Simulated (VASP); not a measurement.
**ZrC: relaxation of cell and atoms with PBE**

ZrC:

```
CELL_PARAMETERS angstrom
0.00000 2.54463 2.54463
2.54463 0.00000 2.54463
2.54463 2.54463 0.00000
ATOMIC_POSITIONS crystal
Zr 0.50000 0.50000 0.50000
C 0.25000 0.25000 0.25000
```

* Program: VASP 6.6.1
* Task: relaxation of cell and atoms
* Functional: PBE
* Potentials or basis: VASP PAW PBE potentials, release 64 (Zr_sv, C)
* Cutoff: 600 eV
* k mesh: 12 × 12 × 12
* Occupations: gaussian, width 0.02 eV
* Spin: no spin polarisation
* Dipole correction: no
* Further INCAR settings: ALGO = Normal; EDIFF = 1e-06; IBRION = 2; EDIFFG = -0.01; NSW = 100; ISIF = 3

```
Relaxed volume                        : 16.50 Å³/atom
Relaxed cell                          : a = 3.600 Å, b = 3.600 Å, c = 3.600 Å, α = 60.00°, β = 60.00°, γ = 60.00°
Space group after relaxing (to 0.1 Å) : F-43m (No. 216)
Energy gained by relaxing             : 0.0 meV/atom
Ionic steps                           : 3
Pressure after relaxing               : 0.0 GPa
Band gap on the k mesh                : 0.49 eV (least direct gap 0.57 eV)
```

Final structure:
```
Zr C
1.0
     0.00000    2.54565    2.54565
     2.54565    0.00000    2.54565
     2.54565    2.54565    0.00000
Zr C
1 1
Cartesian
  2.5457 2.5457 2.5457
  1.2728 1.2728 1.2728
```

Levels at points of the mesh, in eV from the valence-band top:
| k point | band 4 | band 5 | band 6 | band 7 | band 8 | band 9 | band 10 | band 11 | band 12 |
| --- | --- | --- | --- | --- | --- | --- | --- | --- | --- |
| (0.00, 0.00, 0.00) | -25.90 | -9.85 | -2.28 | -2.28 | -2.28 | 3.05 | 3.05 | 3.34 | 8.38 |
| (0.50, 0.00, 0.00) | -25.96 | -8.61 | -2.32 | -1.69 | -1.69 | 3.67 | 3.74 | 3.74 | 6.57 |
| (0.50, 0.50, 0.00) | -26.05 | -8.19 | -3.64 | 0.00 | 0.00 | 0.64 | 4.45 | 4.60 | 5.16 |

It took 38 s on 1 thread of AMD EPYC 9R45 96-Core Processor (Zen 5), with other jobs on the host, peak memory 0.17 GiB.

A k mesh can miss the band edges.
